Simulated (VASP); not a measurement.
# C (P1) in VASP: relaxation of cell and atoms with PBE

Aim: the relaxation of cell and atoms of C with PBE.

Everything below comes from runs of VASP 6.6.1. Logs are shortened: lines on timing, memory, paths and dates and some standing lists are left out, and cuts for length are marked.

### Step 1. The cell of the first run

The typed cell holds 8 atoms: a = 3.514 Å, b = 3.564 Å, c = 4.822 Å, α = 92.36°, β = 110.92°, γ = 88.90°.

### Step 2. Relaxation of cell and atoms, PBE

Input file INCAR:

```
SYSTEM = C
  PREC = Accurate
  ENCUT = 600
  EDIFF = 1E-7
  ISMEAR = 0
  SIGMA = 0.2
  LREAL = .False.
  LASPH = .True.
  NELM = 100
  ALGO = Normal
  ISIF = 3
  LWAVE = .False.
  LCHARG = .False.
  GGA = PE
  IBRION = 2
  NSW = 80
  EDIFFG = -0.025
```

Input file KPOINTS:

```
regular mesh
0
Gamma
  6 6 6
  0 0 0
```

Input file POSCAR:

```
C
1.0
   -2.4608086868      2.5091206569     -0.0144513989
    2.4952605536      2.5435725237      0.0667146919
    1.1612480193     -1.2990904665     -4.4959910019
C
8
Direct
    0.4186541111      0.4826398267      0.8355782605
    0.9048839877      0.0025436338      0.8122276749
    0.9195749889      0.2531791499      0.3316731538
    0.4099997017      0.7457591785      0.3376852539
    0.0871289738      0.0017251617      0.1709044849
    0.5816720006      0.5051071764      0.1745049206
    0.0867815944      0.2607513808      0.6721544331
    0.5913046418      0.7482944922      0.6652718183
```

Potentials or basis: VASP PAW PBE potentials, release 64 (C).

Command:

```bash
> cat potpaw_PBE.64/C/POTCAR > POTCAR
> mpirun -np 1 vasp_std > vasp.out
```

OUTCAR:

```text
SYSTEM = C
   PREC = Accurate
   ENCUT = 600
   EDIFF = 1E-7
   ISMEAR = 0
   LREAL = .False.
   LASPH = .True.
   NELM = 100
   ISIF = 3
   GGA = PE
   IBRION = 2
   NSW = 80
   EDIFFG = -0.025

 ion  position               nearest neighbor table
   1  0.419  0.483  0.836-   7 1.39   6 1.53   8 1.54
   2  0.905  0.003  0.812-   8 1.40   7 1.45   5 1.62
   3  0.920  0.253  0.332-   5 1.41   6 1.47   7 1.53
   4  0.410  0.746  0.338-   6 1.41   5 1.46   8 1.48
   5  0.087  0.002  0.171-   3 1.41   4 1.46   2 1.62
   6  0.582  0.505  0.175-   4 1.41   3 1.47   1 1.53
   7  0.087  0.261  0.672-   1 1.39   2 1.45   3 1.53
   8  0.591  0.748  0.665-   2 1.40   4 1.48   1 1.54

  LATTYP: Found a triclinic cell.
 ALAT       =     4.9568535565
 B/A-ratio  =     0.7189603797
 C/A-ratio  =     1.4041965920
 COS(alpha) =     0.0090725777
 COS(beta)  =     0.5470978142
 COS(gamma) =     0.7053285961

  Lattice vectors:

 A1 = (   4.9560692404,   0.0344518668,   0.0811660908)
 A2 = (   2.4952605536,   2.5435725237,   0.0667146919)
 A3 = (   3.7603693543,  -3.7191508473,   4.5248937997)

Analysis of symmetry for initial positions (statically):
=====================================================================
 Subroutine PRICEL returns:
 Original cell was already a primitive cell.

 Routine SETGRP: Setting up the symmetry group for a
 triclinic supercell.

 Subroutine GETGRP returns: Found  1 space group operations
 (whereof  1 operations were pure point group operations)
 out of a pool of  2 trial point group operations.

The static configuration has the point symmetry C_1 .

Analysis of symmetry for dynamics (positions and initial velocities):
=====================================================================
 Subroutine PRICEL returns:
 Original cell was already a primitive cell.

 Routine SETGRP: Setting up the symmetry group for a
 triclinic supercell.

 Subroutine GETGRP returns: Found  1 space group operations
 (whereof  1 operations were pure point group operations)
 out of a pool of  2 trial point group operations.

The dynamic configuration has the point symmetry C_1 .

 Subroutine INISYM returns: Found  1 space group operations
 (whereof  1 operations are pure point group operations),
 and found     1 'primitive' translations

----------------------------------------------------------------------------------------

                                     Primitive cell

  volume of cell :      56.3611

  direct lattice vectors                    reciprocal lattice vectors
    -2.460808687  2.509120657 -0.014451399    -0.201365853  0.200424257 -0.109921248
     2.495260554  2.543572524  0.066714692     0.200488419  0.196599176 -0.005022994
     1.161248019 -1.299090467 -4.495991002     0.003622236  0.002273057 -0.222141590

  length of vectors
     3.514466490  3.563781315  4.821832441     0.304632189  0.280841722  0.222182748

  position of ions in fractional coordinates (direct lattice)
     0.418654111  0.482639827  0.835578261
     0.904883988  0.002543634  0.812227675
     0.919574989  0.253179150  0.331673154
     0.409999702  0.745759179  0.337685254
     0.087128974  0.001725162  0.170904485
     0.581672001  0.505107176  0.174504921
     0.086781594  0.260751381  0.672154433
     0.591304642  0.748294492  0.665271818

  ion indices of the primitive-cell ions
   primitive index   ion index
                 1           1
                 2           2
                 3           3
                 4           4
                 5           5
                 6           6
                 7           7
                 8           8

----------------------------------------------------------------------------------------

 KPOINTS: regular mesh

Automatic generation of k-mesh.
 Grid dimensions read from file:
 generate k-points for:    6    6    6

 Generating k-lattice:

  Cartesian coordinates                     Fractional coordinates (reciprocal lattice)
    -0.033560976  0.033404043 -0.018320208     0.166666667 -0.000000000  0.000000000
     0.033414737  0.032766529 -0.000837166    -0.000000000  0.166666667  0.000000000
     0.000603706  0.000378843 -0.037023598    -0.000000000  0.000000000  0.166666667

  Length of vectors
     0.050772031  0.046806954  0.037030458

  Shift w.r.t. Gamma in fractional coordinates (k-lattice)
     0.000000000  0.000000000  0.000000000

 Subroutine IBZKPT returns following result:
 ===========================================

 Found    112 irreducible k-points:

 Following reciprocal coordinates:
            Coordinates               Weight
  0.000000  0.000000  0.000000      1.000000
  0.166667  0.000000  0.000000      2.000000
  0.333333 -0.000000  0.000000      2.000000
  0.500000 -0.000000  0.000000      1.000000
 -0.000000  0.166667 -0.000000      2.000000
  0.166667  0.166667  0.000000      2.000000
[... 16 lines left out ...]
  0.333333 -0.000000  0.166667      2.000000
  0.500000 -0.000000  0.166667      2.000000
 [... further k-points ...]
   k-points           NKPTS =    112   k-points in BZ     NKDIM =    112   number of bands    NBANDS=     21
   number of dos      NEDOS =    301   number of ions     NIONS =      8
   total plane-waves  NPLWV =  31360
   dimension x,y,z NGX =    28 NGY =   28 NGZ =   40
   dimension x,y,z NGXF=    56 NGYF=   56 NGZF=   80
   ions per type =               8
   NGX,Y,Z   is equivalent  to a cutoff of  13.24, 13.06, 13.79 a.u.
   NGXF,Y,Z  is equivalent  to a cutoff of  26.49, 26.12, 27.58 a.u.
 SYSTEM =  C
   PREC   = accura    normal or accurate (medium, high low for compatibility)
   ISTART =      0    job   : 0-new  1-cont  2-samecut
   ICHARG =      2    charge: 1-file 2-atom 10-const
   ISPIN  =      1    spin polarized calculation?
   LNONCOLLINEAR =      F non collinear calculations
   LSORBIT =      F    spin-orbit coupling
   LASPH  =      T    aspherical Exc in radial PAW
   ENCUT  =  600.0 eV  44.10 Ry    6.64 a.u.   7.02  7.12  9.63*2*pi/ulx,y,z
   NELM   =    100;   NELMIN=  2; NELMDL= -5     # of ELM steps
   EDIFF  = 0.1E-06   stopping-criterion for ELM
   LREAL  =      F    real-space projection
   EDIFFG = -.3E-01   stopping-criterion for IOM
   NSW    =     80    number of steps for IOM
   IBRION =      2    ionic relax: 0-MD 1-quasi-New 2-CG
   NFREE  =      1    steps in history (QN), initial steepest desc. (CG)
   ISIF   =      3    stress and relaxation
   ISYM   =      2    0-nonsym 1-usesym 2-fastsym
   POTIM  = 0.5000    time-step for ionic-motion
   TEBEG  =    0.0;   TEEND  =   0.0 temperature during run
   PSTRESS=    0.0 pullay stress
   NELECT =      32.0000    total number of electrons
   NUPDOWN=      -1.0000    fix difference up-down
   EMIN   =  10.00;   EMAX   =-10.00  energy-range for DOS
   EFERMI =   0.00;   METHOD = LEGACY
   ISMEAR =     0;   SIGMA  =   0.20  broadening in eV -4-tet -1-fermi 0-gaus
   EFERMI_NEDOS =   21; number of points for ismear=-14 and -15
   IALGO  =     38    algorithm
   IMIX   =      4    mixing-type and parameters
     AMIX     =   0.40;   BMIX     =  1.00
     AMIX_MAG =   1.60;   BMIX_MAG =  1.00
  volume/ion in A,a.u.               =       7.05        47.54
  Fermi-wavevector in a.u.,A,eV,Ry     =   1.355600  2.561712 25.002763  1.837651
  Thomas-Fermi vector in A             =   2.482674
   LORBIT       =      0    0 simple, 1 ext, 2 COOP (PROOUT), +10 PAW based schemes
   GGA     = PE    functional components
   LHFCALC =     F    Hartree Fock is set to
   AEXX    =    0.0000 exact exchange contribution
   IVDW    =     0    specifies the selected vdW correction
   LEPSILON=     F    determine dielectric tensor
   LRPA    =     F    only Hartree local field effects (RPA)
 conjugate gradient relaxation of ions
 non-spin polarized calculation
 Gauss-broadening in eV      SIGMA  =   0.20
  energy-cutoff  :      600.00
  volume of cell :       56.36
 maximum number of plane-waves:      1899
   NGX = 15   NGY = 15   NGZ = 19

--------------------------------------- Ionic step        1  -------------------------------------------

 number of electron      32.0000000 magnetization

 Free energy of the ion-electron system (eV)
  ---------------------------------------------------
  ext. energy  EPLUGINS =         0.00000000
  ---------------------------------------------------
  free energy    TOTEN  =       -68.41382203 eV

  energy without entropy =      -68.39389825  energy(sigma->0) =      -68.40386014

------------------------ aborting loop because EDIFF is reached ----------------------------------------

  FORCE on cell =-STRESS in cart. coord.  units (eV):
  Direction    XX          YY          ZZ          XY          YZ          ZX
  --------------------------------------------------------------------------------------
  -------------------------------------------------------------------------------------
  Total        4.8186433      1.6788983    -12.9635273     -0.5267269     -2.7844459     -2.4049609
  in kB      136.9794844     47.7260099   -368.5139505    -14.9732568    -79.1533931    -68.3657782
  external PRESSURE =     -61.2694854 kB  Pullay stress =       0.0000000 kB
[... 107 lines left out ...]
  FREE ENERGIE OF THE ION-ELECTRON SYSTEM (eV)
  ---------------------------------------------------
  free  energy   TOTEN  =       -69.0240414143 eV

  energy  without entropy=      -68.9982343037  energy(sigma->0) =      -69.01113786

[... ionic steps 4 to 13 ...]

--------------------------------------- Ionic step       14  -------------------------------------------

 number of electron      31.9999995 magnetization

------------------------ aborting loop because EDIFF is reached ----------------------------------------
[... 79 lines left out ...]
--------------------------------------- Ionic step       16  -------------------------------------------

 number of electron      31.9999995 magnetization

 Free energy of the ion-electron system (eV)
  ---------------------------------------------------
  ext. energy  EPLUGINS =         0.00000000
  ---------------------------------------------------
  free energy    TOTEN  =       -69.14851613 eV

  energy without entropy =      -69.12062856  energy(sigma->0) =      -69.13457234

 E-fermi :   7.6315     XC(G=0): -12.0190

 val. band max:        7.5363388561   @ k =   0.3333   0.3333   0.0000
 cond. band min:       7.6748815770   @ k =   0.3333   0.3333   0.1667
 fundamental gap:      0.1385427210
 Fermi energy:         7.6314859120

 k-point     1 :       0.0000    0.0000    0.0000
  band No.  band energies     occupation
      1     -12.8385      2.00000
      2      -7.8069      2.00000
      3      -6.6062      2.00000
      4      -6.6040      2.00000
      5      -6.1069      2.00000
      6      -4.2007      2.00000
[... 565 lines left out ...]
     20      11.8305      0.00000
     21      16.0058      0.00000

 [... further k-points ...]

------------------------ aborting loop because EDIFF is reached ----------------------------------------

  FORCE on cell =-STRESS in cart. coord.  units (eV):
  Direction    XX          YY          ZZ          XY          YZ          ZX
  --------------------------------------------------------------------------------------
  -------------------------------------------------------------------------------------
  Total        0.0052596     -0.0746144     -0.0515628     -0.0542777     -0.0058501     -0.0150746
  in kB        0.1510232     -2.1424539     -1.4805566     -1.5585118     -0.1679792     -0.4328464
  external PRESSURE =      -1.1573291 kB  Pullay stress =       0.0000000 kB
[... 23 lines left out ...]
  FREE ENERGIE OF THE ION-ELECTRON SYSTEM (eV)
  ---------------------------------------------------
  free  energy   TOTEN  =       -69.1485161257 eV

  energy  without entropy=      -69.1206285561  energy(sigma->0) =      -69.13457234

 reached required accuracy - stopping structural energy minimisation
```

Wall time 10 min (1 thread of Intel Xeon 6975P-C (Granite Rapids), shared host); peak memory 0.25 GiB.

What came out:

```
Free energy                           : -69.1485 eV
Relaxed volume                        : 6.97 Å³/atom
Relaxed cell                          : a = 3.583 Å, b = 3.597 Å, c = 4.686 Å, α = 90.02°, β = 112.47°, γ = 89.98°
Space group after relaxing (to 0.1 Å) : I4_1/amd (No. 141)
Energy gained by relaxing             : 91.8 meV/atom
Ionic steps                           : 16
Pressure after relaxing               : -0.1 GPa
Largest force after relaxing          : 0.025 eV/Å
Band gap on the k mesh                : zero (bands 16 and 17 overlap by 4.08 eV)
```

Forces in eV/Å, atoms in the order of the input:
```
C   -0.001 -0.007 -0.011
C    0.003  0.013 -0.006
C    0.008  0.014 -0.003
C    0.006 -0.015  0.003
C   -0.001  0.001 -0.006
C   -0.005 -0.004  0.024
C   -0.012 -0.007 -0.012
C    0.002  0.004  0.009
```

The path:
| step | energy change (eV) | largest force (eV/Å) | pressure (GPa) | volume (Å³) |
| --- | --- | --- | --- | --- |
| 1 | 0.0000 | 3.1193 | -6.13 | 56.36 |
| 2 | 1.3033 | 10.8480 | 29.27 | 53.98 |
| 3 | -0.6102 | 1.2954 | 0.46 | 55.48 |
| 4 | -0.5512 | 2.0688 | 5.25 | 55.36 |
| 5 | -0.7041 | 0.5387 | 2.02 | 55.43 |
| 6 | -0.7200 | 0.5638 | -0.88 | 55.97 |
| 7 | -0.7235 | 0.3866 | -0.05 | 55.81 |
| 8 | -0.7297 | 0.3152 | -1.10 | 55.97 |
| 9 | -0.7304 | 0.1710 | -0.85 | 55.93 |
| 10 | -0.7334 | 0.1524 | 0.01 | 55.78 |
| 11 | -0.7334 | 0.1461 | -0.02 | 55.78 |
| 12 | -0.7339 | 0.1345 | 0.36 | 55.72 |
| 13 | -0.7342 | 0.0454 | 0.22 | 55.74 |
| 14 | -0.7345 | 0.0500 | 0.01 | 55.77 |
| 15 | -0.7345 | 0.0628 | -0.04 | 55.78 |
| 16 | -0.7347 | 0.0248 | -0.12 | 55.80 |

Final structure:
```
C
1.0
    -2.53312    2.53415    0.00026
     2.54299    2.54340   -0.00041
     1.26485   -1.26751   -4.32994
C
8
Direct
  0.41371 0.50005 0.82749
  0.91377 0.99992 0.82750
  0.91362 0.24979 0.32750
  0.41399 0.75016 0.32760
  0.08628 0.99994 0.17243
  0.58633 0.50003 0.17255
  0.08606 0.25012 0.67240
  0.58624 0.75000 0.67253
```

Levels at points of the mesh, in eV from the Fermi level:
```csv
k point,band 12,band 13,band 14,band 15,band 16,band 17,band 18,band 19,band 20,band 21
"(0.00, 0.00, 0.00)",-3.08,-3.08,-2.88,-2.83,-2.83,-2.24,-2.23,4.66,6.54,8.37
"(0.50, 0.00, 0.00)",-5.54,-4.01,-4.01,-3.71,-3.70,2.83,2.83,3.51,3.51,8.94
"(0.00, 0.50, 0.00)",-5.38,-4.63,-4.63,-3.15,-3.15,3.54,3.55,4.22,4.22,8.31
"(0.50, 0.50, 0.00)",-5.79,-5.75,-5.74,1.83,1.84,2.83,2.83,2.90,2.90,6.94
"(0.00, 0.00, 0.50)",-6.54,-3.10,-3.09,-2.81,-2.81,-1.16,-1.15,5.58,5.59,5.99
"(0.50, 0.00, 0.50)",-5.54,-4.01,-4.01,-3.71,-3.70,2.83,2.83,3.51,3.51,8.94
"(0.00, 0.50, 0.50)",-7.61,-3.35,-3.35,-3.35,-3.35,2.22,2.22,2.23,2.23,9.36
"(0.50, 0.50, 0.50)",-5.79,-5.75,-5.74,1.84,1.84,2.82,2.83,2.90,2.90,6.94
```

Caveat: this functional lacks dispersion, which binds layers or chains, so the pressure and a relaxed spacing across them are unreliable.

The gap in the log of VASP goes by the Fermi energy; the results here count the filled bands.